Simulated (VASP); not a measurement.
Runs of VASP 6.6.1 on BAs (rocksalt type). The structure is that of space group Fm-3m (No. 225), or close to it. The cells are those of the table. 

```csv
cell,gap on the mesh (eV),pressure (GPa)
"a = 2.666 Å, angles 60.0°, 2 atoms",none,272.1
"a = 3.021 Å, angles 60.0°, 2 atoms",none,(b)
"a = 3.119 Å, angles 60.0°, 2 atoms",none,22.8
"a = 3.254 Å, angles 60.0°, 2 atoms",none,(a)
"a = 2.805 Å, angles 60.0°, 2 atoms",none,150.5
"a = 2.917 Å, angles 60.0°, 2 atoms",none,86.9
```

Alike in all rows: task single point; level r2SCAN; potentials or basis VASP PAW PBE potentials, release 64 (B, As); no spin polarisation; k mesh 15 × 15 × 15; cutoff (eV) 520; smearing fermi-dirac 0.05 eV.

Question: Estimate the missing entries.

Answer: (a) 0.1; (b) 47.8.

Caveats: the PAW data sets were made with another functional, which shifts forces and pressure a little.

A k mesh can miss the band edges, and the runs leave out spin-orbit coupling on As.

A gap of «none» marks levels without a gap at the run's occupations.
